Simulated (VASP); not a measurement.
A run of VASP 6.6.1 is set up as follows.

The input INCAR:

```
PREC     = Accurate       # precision mode
ENCUT    = 520            # plane-wave cutoff, eV
EDIFF    = 1E-6           # SCF threshold, eV
ISMEAR   = -1             # smearing method
SIGMA    = 0.05           # smearing width, eV
LREAL    = F              # projectors in reciprocal space
LASPH    = T              # aspherical terms in the spheres
NELM     = 100            # most SCF steps
ALGO     = Normal         # electronic algorithm
ISIF     = 2              # what is computed and relaxed
LWAVE    = F              # write WAVECAR
LCHARG   = F              # write CHGCAR
NBANDS   = 11             # bands
```

File KPOINTS:

```
regular mesh
0
Gamma
  8 8 8
```

POSCAR

```
Si
1.0
    0.0182920000      2.5938680000      2.7098280000
    2.8301380000     -0.0785240000      2.8066440000
    2.7432870000      2.6038340000      0.0083260000
Si
2
Direct
    0.5000000000      0.5000000000      0.5000000000
    0.7500000000      0.7500000000      0.7500000000
```

Potentials or basis: VASP PAW LDA potentials, release 64 (Si).

The run is started by

```sh
$ cat potpaw_LDA.64/Si/POTCAR > POTCAR
$ mpirun -np 1 vasp_std > vasp.out
```

Q: Estimate the pressure.

A: -1.9 GPa.

Q: Estimate the largest force.

A: 0.437 eV/Å.

Q: Predict the band gap on the k mesh.

A: Zero (band 4 reaches 5.92 eV, above the bottom of band 5 at 5.89 eV).

Stress tensor (GPa, compression positive):
```
-3.69  2.25 -3.49
 2.25  0.77  3.07
-3.49  3.07 -2.74
```

Caveat: the cell differs from its parent crystal (the cell strained at random).
